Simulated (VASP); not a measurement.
Set up this calculation in VASP 6.6.1, as the native input.

| Quantity | Value |
| --- | --- |
| Task | single point |
| Functional | PBEsol |
| Potentials or basis | VASP PAW PBE potentials, release 64 (Na_pv) |
| Cutoff | 520 eV |
| k mesh | 12 × 12 × 8 |
| Occupations | gaussian, width 0.1 eV |
| Spin | no spin polarisation |
| Dipole correction | no |
| Further INCAR settings | ALGO = Normal; EDIFF = 1e-06; NBANDS = 14 |

The structure of Na lies in POSCAR:

```
Na
1.0
    3.7289806997      0.0000000000      0.0000000000
   -1.8644903498      3.2293920161      0.0000000000
    0.0000000000      0.0000000000      6.0418454890
Na
2
Direct
    0.3333333333      0.6666666667      0.2500000000
    0.6666666667      0.3333333333      0.7500000000
```

These files were run (other wordings do the same):

INCAR

```
SYSTEM = Na
ALGO = Normal ; EDIFF = 1E-6
ENCUT = 520 ; GGA = PS
ISIF = 2 ; ISMEAR = 0
LASPH = .True. ; LCHARG = .True.
LELF = .True. ; LREAL = .False.
LVHAR = .True. ; LWAVE = .False.
NBANDS = 14 ; NELM = 100
PREC = Accurate ; SIGMA = 0.1
```

KPOINTS

```
k-points
0
Gamma
  12 12 8
  0 0 0
```

Potentials or basis: VASP PAW PBE potentials, release 64 (Na_pv).

Launch:

```console
$ cat potpaw_PBE.64/Na_pv/POTCAR > POTCAR
$ mpirun -np 1 vasp_std > vasp.out
```

Results of the run:

```
Pressure               : 0.0 GPa
Band gap on the k mesh : zero (band 7 reaches 2.43 eV, above the bottom of band 8 at -1.90 eV)
```

Caveat: the PAW data sets were made with another functional, which shifts forces and pressure a little.

It took 31 s on 1 thread of AMD EPYC 9R45 96-Core Processor (Zen 5) (shared host), peak memory 0.19 GiB.
